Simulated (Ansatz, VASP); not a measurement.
# BaTiO3 in VASP and in Ansatz

```
Ba Ti O
1.0
     0.00000    4.01925    4.01925
     4.01925    0.00000    4.01925
     4.01925    4.01925    0.00000
Ba Ti O
2 2 6
Direct
  0.25000 0.25000 0.25000
  0.75000 0.75000 0.75000
  0.00000 0.00000 0.00000
  0.50000 0.50000 0.50000
  0.75000 0.25000 0.25000
  0.25000 0.75000 0.25000
  0.25000 0.25000 0.75000
  0.25000 0.75000 0.75000
  0.75000 0.25000 0.75000
  0.75000 0.75000 0.25000
```

Alike in both runs: functional PBE; k mesh 6 × 6 × 6; occupations gaussian, width 0.02 eV; no spin polarisation.

Ansatz relaxed the structure, and its values are those at the end. VASP's run is a single point on that final structure, the one shown.

|  | VASP | Ansatz |
| --- | --- | --- |
| version | VASP 6.6.1 | Ansatz 0.2.0 |
| potentials or method | VASP PAW PBE potentials, release 64 (Ba_sv, Ti_sv, O), cutoff 600 eV | scalar-relativistic, plane waves, PAW |
| valence electrons in the cell | 80 | 80 |

|  | VASP | Ansatz | Ansatz less VASP |
| --- | --- | --- | --- |
| gap on the k mesh at the Fermi level (eV) | 1.72 | 1.78 | +0.063 |
| least direct gap on the mesh (eV) | 1.72 | 1.78 | +0.063 |
| pressure (GPa) | 1.5 | 0.0 | -1.54 |

The functional is the same, so the differences come from potentials, cutoffs and numerics.

Neither program's run includes spin-orbit coupling.
